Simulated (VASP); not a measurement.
# ZnS (F-43m) in VASP: notebook

The runs below take ZnS through single point, with PBEsol.

Everything below comes from runs of VASP 6.6.1. Logs are shortened: lines on timing, memory, paths and dates and some standing lists are left out, and cuts for length are marked.

## 1. The cell of the first run

Symmetry: F-43m, No. 216, cubic system. Conventional cell: a = 5.331 Å, b = 5.331 Å, c = 5.331 Å, α = 90.00°, β = 90.00°, γ = 90.00°. Zn (site symmetry -43m) has 4 S at 2.31 Å within 3.1 Å. S (site symmetry -43m) has 4 Zn at 2.31 Å within 3.1 Å.

## 2. Single point, PBEsol (volume scaled by 0.96)

Input file INCAR:

```
SYSTEM = ZnS
ALGO = Normal
EDIFF = 1E-6
ENCUT = 520
GGA = PS
ISIF = 2
ISMEAR = -1
LASPH = .True.
LCHARG = .False.
LREAL = .False.
LWAVE = .False.
NBANDS = 16
NELM = 80
PREC = Accurate
SIGMA = 0.05
```

Input file KPOINTS:

```
k-points
0
Gamma
  9 9 9
  0 0 0
```

Input file POSCAR:

```
ZnS
1.0
    0.0000000000      2.6654820099      2.6654820099
    2.6654820099      0.0000000000      2.6654820099
    2.6654820099      2.6654820099      0.0000000000
Zn S
1 1
Direct
    0.7500000000      0.7500000000      0.7500000000
    0.0000000000      0.0000000000      0.0000000000
```

Potentials or basis: VASP PAW PBE potentials, release 64 (Zn, S).

Command:

```
cat potpaw_PBE.64/Zn/POTCAR potpaw_PBE.64/S/POTCAR > POTCAR
mpirun -np 1 vasp_std > vasp.out
```

OUTCAR:

```text
SYSTEM = ZnS
   EDIFF = 1E-6
   ENCUT = 520
   GGA = PS
   ISIF = 2
   ISMEAR = -1
   LASPH = .True.
   LREAL = .False.
   NELM = 80
   PREC = Accurate

 ion  position               nearest neighbor table
   1  0.750  0.750  0.750-   2 2.31   2 2.31   2 2.31   2 2.31
   2  0.000  0.000  0.000-   1 2.31   1 2.31   1 2.31   1 2.31

  LATTYP: Found a face centered cubic cell.
 ALAT       =     5.3309640198

  Lattice vectors:

 A1 = (   0.0000000000,   2.6654820099,   2.6654820099)
 A2 = (   2.6654820099,   0.0000000000,   2.6654820099)
 A3 = (   2.6654820099,   2.6654820099,   0.0000000000)

Analysis of symmetry for initial positions (statically):
=====================================================================
 Subroutine PRICEL returns:
 Original cell was already a primitive cell.

 Routine SETGRP: Setting up the symmetry group for a
 face centered cubic supercell.

 Subroutine GETGRP returns: Found 24 space group operations
 (whereof 24 operations were pure point group operations)
 out of a pool of 48 trial point group operations.

The static configuration has the point symmetry T_d .

Analysis of symmetry for dynamics (positions and initial velocities):
=====================================================================
 Subroutine PRICEL returns:
 Original cell was already a primitive cell.

 Routine SETGRP: Setting up the symmetry group for a
 face centered cubic supercell.

 Subroutine GETGRP returns: Found 24 space group operations
 (whereof 24 operations were pure point group operations)
 out of a pool of 48 trial point group operations.

The dynamic configuration has the point symmetry T_d .

 Subroutine INISYM returns: Found 24 space group operations
 (whereof 24 operations are pure point group operations),
 and found     1 'primitive' translations

----------------------------------------------------------------------------------------

                                     Primitive cell

  volume of cell :      37.8754

  direct lattice vectors                    reciprocal lattice vectors
     0.000000000  2.665482010  2.665482010    -0.187583333  0.187583333  0.187583333
     2.665482010  0.000000000  2.665482010     0.187583333 -0.187583333  0.187583333
     2.665482010  2.665482010  0.000000000     0.187583333  0.187583333 -0.187583333

  length of vectors
     3.769560809  3.769560809  3.769560809     0.324903864  0.324903864  0.324903864

  position of ions in fractional coordinates (direct lattice)
     0.750000000  0.750000000  0.750000000
     0.000000000  0.000000000  0.000000000

  ion indices of the primitive-cell ions
   primitive index   ion index
                 1           1
                 2           2

----------------------------------------------------------------------------------------

 KPOINTS: k-points

Automatic generation of k-mesh.
 Grid dimensions read from file:
 generate k-points for:    9    9    9

 Generating k-lattice:

  Cartesian coordinates                     Fractional coordinates (reciprocal lattice)
    -0.020842593  0.020842593  0.020842593     0.111111111  0.000000000  0.000000000
     0.020842593 -0.020842593  0.020842593     0.000000000  0.111111111  0.000000000
     0.020842593  0.020842593 -0.020842593     0.000000000  0.000000000  0.111111111

  Length of vectors
     0.036100429  0.036100429  0.036100429

  Shift w.r.t. Gamma in fractional coordinates (k-lattice)
     0.000000000  0.000000000  0.000000000

 Subroutine IBZKPT returns following result:
 ===========================================

 Found     35 irreducible k-points:

 Following reciprocal coordinates:
            Coordinates               Weight
  0.000000  0.000000  0.000000      1.000000
  0.111111  0.000000  0.000000      8.000000
  0.222222  0.000000  0.000000      8.000000
  0.333333  0.000000  0.000000      8.000000
  0.444444  0.000000  0.000000      8.000000
  0.111111  0.111111  0.000000      6.000000
[... 16 lines left out ...]
 -0.333333  0.333333  0.000000     12.000000
  0.444444  0.444444  0.000000      6.000000
 [... further k-points ...]
   k-points           NKPTS =     35   k-points in BZ     NKDIM =     35   number of bands    NBANDS=     16
   number of dos      NEDOS =    301   number of ions     NIONS =      2
   total plane-waves  NPLWV =  21952
   dimension x,y,z NGX =    28 NGY =   28 NGZ =   28
   dimension x,y,z NGXF=    56 NGYF=   56 NGZF=   56
   ions per type =               1   1
   NGX,Y,Z   is equivalent  to a cutoff of  12.35, 12.35, 12.35 a.u.
   NGXF,Y,Z  is equivalent  to a cutoff of  24.70, 24.70, 24.70 a.u.
 SYSTEM =  ZnS
   PREC   = accura    normal or accurate (medium, high low for compatibility)
   ISTART =      0    job   : 0-new  1-cont  2-samecut
   ICHARG =      2    charge: 1-file 2-atom 10-const
   ISPIN  =      1    spin polarized calculation?
   LNONCOLLINEAR =      F non collinear calculations
   LSORBIT =      F    spin-orbit coupling
   LASPH  =      T    aspherical Exc in radial PAW
   ENCUT  =  520.0 eV  38.22 Ry    6.18 a.u.   7.01  7.01  7.01*2*pi/ulx,y,z
   NELM   =     80;   NELMIN=  2; NELMDL= -5     # of ELM steps
   EDIFF  = 0.1E-05   stopping-criterion for ELM
   LREAL  =      F    real-space projection
   EDIFFG = 0.1E-04   stopping-criterion for IOM
   NSW    =      0    number of steps for IOM
   IBRION =     -1    ionic relax: 0-MD 1-quasi-New 2-CG
   NFREE  =      0    steps in history (QN), initial steepest desc. (CG)
   ISIF   =      2    stress and relaxation
   ISYM   =      2    0-nonsym 1-usesym 2-fastsym
   POTIM  = 0.5000    time-step for ionic-motion
   TEBEG  =    0.0;   TEEND  =   0.0 temperature during run
   PSTRESS=    0.0 pullay stress
   NELECT =      18.0000    total number of electrons
   NUPDOWN=      -1.0000    fix difference up-down
   EMIN   =  10.00;   EMAX   =-10.00  energy-range for DOS
   EFERMI =   0.00;   METHOD = LEGACY
   ISMEAR =    -1;   SIGMA  =   0.05  broadening in eV -4-tet -1-fermi 0-gaus
   EFERMI_NEDOS =   21; number of points for ismear=-14 and -15
   IALGO  =     38    algorithm
   IMIX   =      4    mixing-type and parameters
     AMIX     =   0.40;   BMIX     =  1.00
     AMIX_MAG =   1.60;   BMIX_MAG =  1.00
  volume/ion in A,a.u.               =      18.94       127.80
  Fermi-wavevector in a.u.,A,eV,Ry     =   1.277556  2.414231 22.206736  1.632149
  Thomas-Fermi vector in A             =   2.410149
   LORBIT       =      0    0 simple, 1 ext, 2 COOP (PROOUT), +10 PAW based schemes
   GGA     = PS    functional components
   LHFCALC =     F    Hartree Fock is set to
   AEXX    =    0.0000 exact exchange contribution
   IVDW    =     0    specifies the selected vdW correction
   LEPSILON=     F    determine dielectric tensor
   LRPA    =     F    only Hartree local field effects (RPA)
 non-spin polarized calculation
  energy-cutoff  :      520.00
  volume of cell :       37.88
 maximum number of plane-waves:      1032
   NGX = 13   NGY = 13   NGZ = 13

 number of electron      18.0000019 magnetization

 Free energy of the ion-electron system (eV)
  ---------------------------------------------------
  ext. energy  EPLUGINS =         0.00000000
  ---------------------------------------------------
  free energy    TOTEN  =        -7.58607102 eV

  energy without entropy =       -7.58607102  energy(sigma->0) =       -7.58607102

 E-fermi :   3.4082     XC(G=0): -10.0427

 val. band max:        2.4037547184   @ k =   0.0000   0.0000   0.0000
 cond. band min:       4.5593730407   @ k =   0.0000   0.0000   0.0000
 fundamental gap:      2.1556183223
 Fermi energy:         3.4082241265

 k-point     1 :       0.0000    0.0000    0.0000
  band No.  band energies     occupation
      1     -11.0468      2.00000
      2      -4.1427      2.00000
      3      -4.1427      2.00000
      4      -4.1427      2.00000
      5      -3.5941      2.00000
      6      -3.5941      2.00000
[... 8 lines left out ...]
     15      14.1873      0.00000
     16      14.2715      0.00000

 k-point     2 :       0.1111    0.0000    0.0000
  band No.  band energies     occupation
      1     -10.9456      2.00000
      2      -4.1468      2.00000
      3      -4.1243      2.00000
      4      -4.1243      2.00000
      5      -3.5958      2.00000
      6      -3.5958      2.00000
[... 8 lines left out ...]
     15      13.6288      0.00000
     16      14.9632      0.00000

 k-point     3 :       0.2222    0.0000    0.0000
  band No.  band energies     occupation
      1     -10.6714      2.00000
      2      -4.1295      2.00000
      3      -4.0811      2.00000
      4      -4.0811      2.00000
      5      -3.5949      2.00000
      6      -3.5949      2.00000
[... 8 lines left out ...]
     15      13.2596      0.00000
     16      14.6752      0.00000

 k-point     4 :       0.3333    0.0000    0.0000
  band No.  band energies     occupation
      1     -10.3201      2.00000
      2      -4.0404      2.00000
      3      -4.0404      2.00000
      4      -4.0051      2.00000
      5      -3.5813      2.00000
      6      -3.5813      2.00000
[... 8 lines left out ...]
     15      13.9827      0.00000
     16      14.1636      0.00000

 k-point     5 :       0.4444    0.0000    0.0000
  band No.  band energies     occupation
      1     -10.0609      2.00000
      2      -4.0204      2.00000
      3      -4.0204      2.00000
      4      -3.6412      2.00000
      5      -3.5634      2.00000
      6      -3.5634      2.00000
[... 8 lines left out ...]
     15      15.4658      0.00000
     16      15.4658      0.00000

 k-point     6 :       0.1111    0.1111    0.0000
  band No.  band energies     occupation
      1     -10.9119      2.00000
      2      -4.1651      2.00000
      3      -4.1092      2.00000
      4      -4.1092      2.00000
      5      -3.6095      2.00000
      6      -3.5841      2.00000
[... 8 lines left out ...]
     15      14.3501      0.00000
     16      15.3667      0.00000
[... 267 lines left out ...]
 k-point    21 :       0.4444    0.3333    0.0000
  band No.  band energies     occupation
      1      -9.8569      2.00000
      2      -4.1890      2.00000
      3      -3.8374      2.00000
      4      -3.8251      2.00000
      5      -3.5254      2.00000
      6      -3.5078      2.00000
[... 8 lines left out ...]
     15      16.1596      0.00000
     16      17.9053      0.00000

 k-point    22 :      -0.4444    0.3333    0.0000
  band No.  band energies     occupation
      1      -9.7299      2.00000
      2      -4.0983      2.00000
      3      -3.8350      2.00000
      4      -3.7468      2.00000
      5      -3.5451      2.00000
      6      -3.2855      2.00000
[... 8 lines left out ...]
     15      15.4973      0.00000
     16      17.8255      0.00000

 k-point    23 :      -0.3333    0.3333    0.0000
  band No.  band energies     occupation
      1      -9.7649      2.00000
      2      -4.0419      2.00000
      3      -3.8772      2.00000
      4      -3.6631      2.00000
      5      -3.5782      2.00000
      6      -3.3060      2.00000
[... 8 lines left out ...]
     15      14.0933      0.00000
     16      19.0927      0.00000

 k-point    24 :       0.4444    0.4444    0.0000
  band No.  band energies     occupation
      1      -9.7284      2.00000
      2      -4.2257      2.00000
      3      -3.7813      2.00000
      4      -3.7813      2.00000
      5      -3.5118      2.00000
      6      -3.4331      2.00000
[... 8 lines left out ...]
     15      16.0961      0.00000
     16      17.5741      0.00000

 [... further k-points ...]
[... 5 lines left out ...]
  --------------------------------------------------------------------------------------
  -------------------------------------------------------------------------------------
  Total        0.3239439      0.3239439      0.3239439      0.0000000     -0.0000000      0.0000000
  in kB       13.7032351     13.7032351     13.7032351      0.0000000     -0.0000000      0.0000000
  external PRESSURE =      13.7032351 kB  Pullay stress =       0.0000000 kB

 VOLUME and BASIS-vectors are now :
 -----------------------------------------------------------------------------
  energy-cutoff  :      520.00
  volume of cell :       37.88
      direct lattice vectors                 reciprocal lattice vectors
     0.000000000  2.665482010  2.665482010    -0.187583333  0.187583333  0.187583333
     2.665482010  0.000000000  2.665482010     0.187583333 -0.187583333  0.187583333
     2.665482010  2.665482010  0.000000000     0.187583333  0.187583333 -0.187583333

 POSITION                                       TOTAL-FORCE (eV/Angst)
 -----------------------------------------------------------------------------------
      3.99822      3.99822      3.99822         0.000000      0.000000      0.000000
      0.00000      0.00000      0.00000        -0.000000     -0.000000     -0.000000
 -----------------------------------------------------------------------------------
    total drift:                                0.000002      0.000002      0.000002

  FREE ENERGIE OF THE ION-ELECTRON SYSTEM (eV)
  ---------------------------------------------------
  free  energy   TOTEN  =        -7.5860710188 eV

  energy  without entropy=       -7.5860710188  energy(sigma->0) =       -7.58607102
```

Wall time 39 s (1 thread of AMD EPYC 7R13, shared host); peak memory 0.13 GiB.

What came out:

* Free energy: -7.5861 eV
* Pressure: 1.4 GPa
* Band gap on the k mesh: 2.16 eV, direct

Levels at points of the mesh, in eV from the valence-band top:
```tsv
k point	band 7	band 8	band 9	band 10	band 11	band 12
(0.00, 0.00, 0.00)	0.00	0.00	0.00	2.16	6.28	6.28
```

Caveat: the PAW data sets were made with another functional, which shifts forces and pressure a little.

## 3. Single point, PBEsol (volume scaled by 0.98)

Input file INCAR:

```
PREC = Accurate
ENCUT = 520
EDIFF = 1E-7
ISMEAR = -1
SIGMA = 0.05
LREAL = False
LASPH = True
NELM = 60
ALGO = Normal
ISIF = 2
LWAVE = False
LCHARG = False
GGA = PS
NBANDS = 16
```

Input file KPOINTS:

```
regular mesh
0
Gamma
  9 9 9
```

Input file POSCAR:

```
ZnS
1.0
    0.0000000000      2.6838652254      2.6838652254
    2.6838652254      0.0000000000      2.6838652254
    2.6838652254      2.6838652254      0.0000000000
Zn S
1 1
Direct
    0.7500000000      0.7500000000      0.7500000000
    0.0000000000      0.0000000000      0.0000000000
```

Potentials or basis: VASP PAW PBE potentials, release 64 (Zn, S).

Command:

```
cat potpaw_PBE.64/Zn/POTCAR potpaw_PBE.64/S/POTCAR > POTCAR
mpirun -np 1 vasp_std > vasp.out
```

Wall time 46 s (1 thread of AMD EPYC 7R13, shared host); peak memory 0.13 GiB.

The run converged. Its results:

| Quantity | Value |
| --- | --- |
| Free energy | -7.5888 eV |
| Pressure | -0.3 GPa |
| Band gap on the k mesh | 2.07 eV, direct |

Levels at points of the mesh, in eV from the valence-band top:
```tsv
k point	band 6	band 7	band 8	band 9	band 10	band 11	band 12	band 13
(0.00, 0.00, 0.00)	-5.93	0.00	0.00	0.00	2.07	6.29	6.29	6.29
```

Caveat: the PAW data sets were made with another functional, which shifts forces and pressure a little.
